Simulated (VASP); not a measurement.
# Sb6Au (Fm-3m) in VASP: a series of runs, part 3 of 3

VASP 6.6.1. Earlier steps stand in the parts before.

### Step 4. Relaxation of cell and atoms, PBE (atoms taken out)

The input, INCAR:

```
SYSTEM = Sb6Au
PREC = Accurate ; ENCUT = 600
EDIFF = 1E-6 ; ISMEAR = 0
SIGMA = 0.1 ; LREAL = .FALSE.
LASPH = .TRUE. ; NELM = 60
ALGO = Normal ; ISIF = 3
LWAVE = .FALSE. ; LCHARG = .FALSE.
GGA = PE ; IBRION = 2
NSW = 90 ; EDIFFG = -0.04
```

The input, KPOINTS:

```
regular mesh
0
G
  4 4 4
  0 0 0
```

The input, POSCAR:

```
Sb6Au
1.0
    0.0000000000      5.5320817200      5.5320817200
    5.5320817200      0.0000000000      5.5320817200
    5.5320817200      5.5320817200      0.0000000000
Sb Au
6 1
Direct
    0.7500000000      0.2500000000      0.2500000000
    0.2500000000      0.7500000000      0.7500000000
    0.2500000000      0.7500000000      0.2500000000
    0.7500000000      0.2500000000      0.7500000000
    0.2500000000      0.2500000000      0.7500000000
    0.7500000000      0.7500000000      0.2500000000
    0.0000000000      0.0000000000      0.0000000000
```

Potentials or basis: VASP PAW PBE potentials, release 64 (Sb, Au).

The run is started by

```
> cat potpaw_PBE.64/Sb/POTCAR potpaw_PBE.64/Au/POTCAR > POTCAR
> mpirun -np 1 vasp_std > vasp.out
```

OUTCAR:

```text
SYSTEM = Sb6Au
   PREC = Accurate
   ENCUT = 600
   EDIFF = 1E-6
   ISMEAR = 0
   LREAL = .FALSE.
   LASPH = .TRUE.
   NELM = 60
   ISIF = 3
   GGA = PE
   IBRION = 2
   NSW = 90
   EDIFFG = -0.04

 ion  position               nearest neighbor table
   1  0.750  0.250  0.250-   7 2.77
   2  0.250  0.750  0.750-   7 2.77
   3  0.250  0.750  0.250-   7 2.77
   4  0.750  0.250  0.750-   7 2.77
   5  0.250  0.250  0.750-   7 2.77
   6  0.750  0.750  0.250-   7 2.77
   7  0.000  0.000  0.000-   1 2.77   2 2.77   3 2.77   4 2.77   5 2.77   6 2.77

  LATTYP: Found a face centered cubic cell.
 ALAT       =    11.0641634400

  Lattice vectors:

 A1 = (   0.0000000000,   5.5320817200,   5.5320817200)
 A2 = (   5.5320817200,   0.0000000000,   5.5320817200)
 A3 = (   5.5320817200,   5.5320817200,   0.0000000000)

Analysis of symmetry for initial positions (statically):
=====================================================================
 Subroutine PRICEL returns:
 Original cell was already a primitive cell.

 Routine SETGRP: Setting up the symmetry group for a
 face centered cubic supercell.

 Subroutine GETGRP returns: Found 48 space group operations
 (whereof 48 operations were pure point group operations)
 out of a pool of 48 trial point group operations.

The static configuration has the point symmetry O_h .

Analysis of symmetry for dynamics (positions and initial velocities):
=====================================================================
 Subroutine PRICEL returns:
 Original cell was already a primitive cell.

 Routine SETGRP: Setting up the symmetry group for a
 face centered cubic supercell.

 Subroutine GETGRP returns: Found 48 space group operations
 (whereof 48 operations were pure point group operations)
 out of a pool of 48 trial point group operations.

The dynamic configuration has the point symmetry O_h .

 Subroutine INISYM returns: Found 48 space group operations
 (whereof 48 operations are pure point group operations),
 and found     1 'primitive' translations

----------------------------------------------------------------------------------------

                                     Primitive cell

  volume of cell :     338.6069

  direct lattice vectors                    reciprocal lattice vectors
     0.000000000  5.532081720  5.532081720    -0.090381890  0.090381890  0.090381890
     5.532081720  0.000000000  5.532081720     0.090381890 -0.090381890  0.090381890
     5.532081720  5.532081720  0.000000000     0.090381890  0.090381890 -0.090381890

  length of vectors
     7.823544997  7.823544997  7.823544997     0.156546025  0.156546025  0.156546025

  position of ions in fractional coordinates (direct lattice)
     0.750000000  0.250000000  0.250000000
     0.250000000  0.750000000  0.750000000
     0.250000000  0.750000000  0.250000000
     0.750000000  0.250000000  0.750000000
     0.250000000  0.250000000  0.750000000
     0.750000000  0.750000000  0.250000000
     0.000000000  0.000000000  0.000000000

  ion indices of the primitive-cell ions
   primitive index   ion index
                 1           1
                 2           2
                 3           3
                 4           4
                 5           5
                 6           6
                 7           7

[... 44 lines left out ...]
 SYSTEM =  Sb6Au
   PREC   = accura    normal or accurate (medium, high low for compatibility)
   ISTART =      0    job   : 0-new  1-cont  2-samecut
   ICHARG =      2    charge: 1-file 2-atom 10-const
   ISPIN  =      1    spin polarized calculation?
   LNONCOLLINEAR =      F non collinear calculations
   LSORBIT =      F    spin-orbit coupling
   LASPH  =      T    aspherical Exc in radial PAW
   ENCUT  =  600.0 eV  44.10 Ry    6.64 a.u.  15.63 15.63 15.63*2*pi/ulx,y,z
   NELM   =     60;   NELMIN=  2; NELMDL= -5     # of ELM steps
   EDIFF  = 0.1E-05   stopping-criterion for ELM
   LREAL  =      F    real-space projection
   EDIFFG = -.4E-01   stopping-criterion for IOM
   NSW    =     90    number of steps for IOM
   IBRION =      2    ionic relax: 0-MD 1-quasi-New 2-CG
   NFREE  =      1    steps in history (QN), initial steepest desc. (CG)
   ISIF   =      3    stress and relaxation
   ISYM   =      2    0-nonsym 1-usesym 2-fastsym
   POTIM  = 0.5000    time-step for ionic-motion
   TEBEG  =    0.0;   TEEND  =   0.0 temperature during run
   PSTRESS=    0.0 pullay stress
   NELECT =      41.0000    total number of electrons
   NUPDOWN=      -1.0000    fix difference up-down
   EMIN   =  10.00;   EMAX   =-10.00  energy-range for DOS
   EFERMI =   0.00;   METHOD = LEGACY
   ISMEAR =     0;   SIGMA  =   0.10  broadening in eV -4-tet -1-fermi 0-gaus
   EFERMI_NEDOS =   21; number of points for ismear=-14 and -15
   IALGO  =     38    algorithm
   IMIX   =      4    mixing-type and parameters
     AMIX     =   0.40;   BMIX     =  1.00
     AMIX_MAG =   1.60;   BMIX_MAG =  1.00
  volume/ion in A,a.u.               =      48.37       326.43
  Fermi-wavevector in a.u.,A,eV,Ry     =   0.809911  1.530511  8.924830  0.655957
  Thomas-Fermi vector in A             =   1.918990
   LORBIT       =      0    0 simple, 1 ext, 2 COOP (PROOUT), +10 PAW based schemes
   GGA     = PE    functional components
   LHFCALC =     F    Hartree Fock is set to
   AEXX    =    0.0000 exact exchange contribution
   IVDW    =     0    specifies the selected vdW correction
   LEPSILON=     F    determine dielectric tensor
   LRPA    =     F    only Hartree local field effects (RPA)
 conjugate gradient relaxation of ions
 non-spin polarized calculation
 Gauss-broadening in eV      SIGMA  =   0.10
  energy-cutoff  :      600.00
  volume of cell :      338.61
 maximum number of plane-waves:     11346
 NGX is ok and might be reduce to    64
   NGX = 31   NGY = 31   NGZ = 31

--------------------------------------- Ionic step        1  -------------------------------------------

 number of electron      41.0000000 magnetization

 Free energy of the ion-electron system (eV)
  ---------------------------------------------------
  ext. energy  EPLUGINS =         0.00000000
  ---------------------------------------------------
  free energy    TOTEN  =       -22.00746793 eV

  energy without entropy =      -21.95489332  energy(sigma->0) =      -21.98118063

------------------------ aborting loop because EDIFF is reached ----------------------------------------

  FORCE on cell =-STRESS in cart. coord.  units (eV):
  Direction    XX          YY          ZZ          XY          YZ          ZX
  --------------------------------------------------------------------------------------
  -------------------------------------------------------------------------------------
  Total       -9.9045439     -9.9045439     -9.9045439      0.0000000     -0.0000000      0.0000000
  in kB      -46.8650741    -46.8650741    -46.8650741      0.0000000     -0.0000000      0.0000000
  external PRESSURE =     -46.8650741 kB  Pullay stress =       0.0000000 kB
[... 104 lines left out ...]
  FREE ENERGIE OF THE ION-ELECTRON SYSTEM (eV)
  ---------------------------------------------------
  free  energy   TOTEN  =       -23.3718801883 eV

  energy  without entropy=      -23.3406253663  energy(sigma->0) =      -23.35625278

 E-fermi :   5.8119     XC(G=0):  -8.9218

 val. band max:        5.7700732129   @ k =   0.5000   0.0000   0.0000
 cond. band min:       5.8207008491   @ k =  -0.2500   0.5000   0.2500
 fundamental gap:      0.0506276363
 Fermi energy:         5.8119102757

 k-point     1 :       0.0000    0.0000    0.0000
  band No.  band energies     occupation
      1      -6.4462      2.00000
      2      -3.4794      2.00000
      3      -3.4794      2.00000
      4      -3.4794      2.00000
      5      -3.0608      2.00000
      6      -3.0608      2.00000
[... 205 lines left out ...]
     23       6.5922      0.00000
     24       6.6277      0.00000

[... ionic steps 4 to 7 ...]

--------------------------------------- Ionic step        8  -------------------------------------------

 number of electron      40.9999999 magnetization

------------------------ aborting loop because EDIFF is reached ----------------------------------------
[... 77 lines left out ...]
--------------------------------------- Ionic step       10  -------------------------------------------

 number of electron      40.9999998 magnetization

 Free energy of the ion-electron system (eV)
  ---------------------------------------------------
  ext. energy  EPLUGINS =         0.00000000
  ---------------------------------------------------
  free energy    TOTEN  =       -25.34972862 eV

  energy without entropy =      -25.31524736  energy(sigma->0) =      -25.33248799

 E-fermi :   4.7652     XC(G=0):  -8.4673

 val. band max:        4.7112668678   @ k =   0.5000   0.0000   0.0000
 cond. band min:       4.7749151889   @ k =   0.2500   0.2500   0.0000
 fundamental gap:      0.0636483211
 Fermi energy:         4.7652476931

 k-point     1 :       0.0000    0.0000    0.0000
  band No.  band energies     occupation
      1      -7.0705      2.00000
      2      -4.3887      2.00000
      3      -4.3887      2.00000
      4      -4.3887      2.00000
      5      -3.3668      2.00000
      6      -3.3668      2.00000
[... 239 lines left out ...]
  FREE ENERGIE OF THE ION-ELECTRON SYSTEM (eV)
  ---------------------------------------------------
  free  energy   TOTEN  =       -25.3497286164 eV

  energy  without entropy=      -25.3152473597  energy(sigma->0) =      -25.33248799

 reached required accuracy - stopping structural energy minimisation
```

Wall time 11 min (1 thread of AMD EPYC 9R45 (Zen 5), shared host); peak memory 0.61 GiB.

Results:

* Free energy: -25.3497 eV
* Relaxed volume: 36.55 Å³/atom
* Relaxed cell: a = 7.126 Å, b = 7.126 Å, c = 7.126 Å, α = 60.00°, β = 60.00°, γ = 60.00°
* Space group after relaxing (to 0.1 Å): Fm-3m (No. 225)
* Energy gained by relaxing: 477.5 meV/atom
* Ionic steps: 10
* Pressure after relaxing: 0.0 GPa
* Band gap on the k mesh: zero (an odd number of electrons rules out a gap without spin polarisation)

Step by step:
```
step  energy change (eV)  largest force (eV/Å)  pressure (GPa)  volume (Å³)
   1              0.0000                0.6526           -4.69       338.61
   2             -1.3499                2.1857            0.33       273.89
   3             -1.3644                2.3950            1.31       267.30
   4             -2.3848                1.9647            2.94       245.53
   5             -2.6309                0.8695            6.97       225.75
   6             -2.6707                1.2954            5.46       231.41
   7             -3.3390                0.1044            0.10       255.19
   8             -3.3414                0.0557           -0.18       257.06
   9             -3.3412                0.0689           -0.10       256.53
  10             -3.3423                0.0345            0.03       255.88
```

Final structure:
```
Sb Au
1.0
     0.00000    5.03890    5.03890
     5.03890    0.00000    5.03890
     5.03890    5.03890    0.00000
Sb Au
6 1
Direct
  0.72169 0.27831 0.27831
  0.27831 0.72169 0.72169
  0.27831 0.72169 0.27831
  0.72169 0.27831 0.72169
  0.27831 0.27831 0.72169
  0.72169 0.72169 0.27831
  0.00000 0.00000 0.00000
```

Caveat: the cell differs from its parent crystal (atoms taken out); the volume moved by over 15 % at a fixed basis, so the end points are rough; spin-orbit coupling is left out, which moves the levels of the heavy elements.

### Step 5. The runs side by side

| task | cell | k mesh | cutoff (eV) | gap on the mesh (eV) | pressure (GPa) | relaxed volume (Å³/atom) |
| --- | --- | --- | --- | --- | --- | --- |
| single point | a = 7.824 Å, angles 60.0°, 7 atoms, atomic positions A | 4 × 4 × 4 | 520 | none | -4.7 | - |
| relaxation of cell and atoms | relaxed from a = 7.130 Å, angles 60.0°, 7 atoms, atomic positions B | 6 × 6 × 6 | 600 | none | 0.0 | 36.66 |
| relaxation of cell and atoms | relaxed from a = 7.824 Å, angles 60.0°, 7 atoms, atomic positions A | 4 × 4 × 4 | 600 | none | 0.0 | 36.55 |

Alike in all rows: level PBE; potentials or basis VASP PAW PBE potentials, release 64 (Sb, Au); no spin polarisation; smearing gaussian 0.1 eV.

Caveats: spin-orbit coupling is left out, which moves the levels of the heavy elements; the cell stands under tension (at least some runs); the volume moved by over 15 % at a fixed basis, so the end points are rough (at least some runs).

Total energies depend on the potentials used, so only differences within one code and one set of settings carry meaning.

The gap in the log of VASP goes by the Fermi energy; the results here count the filled bands.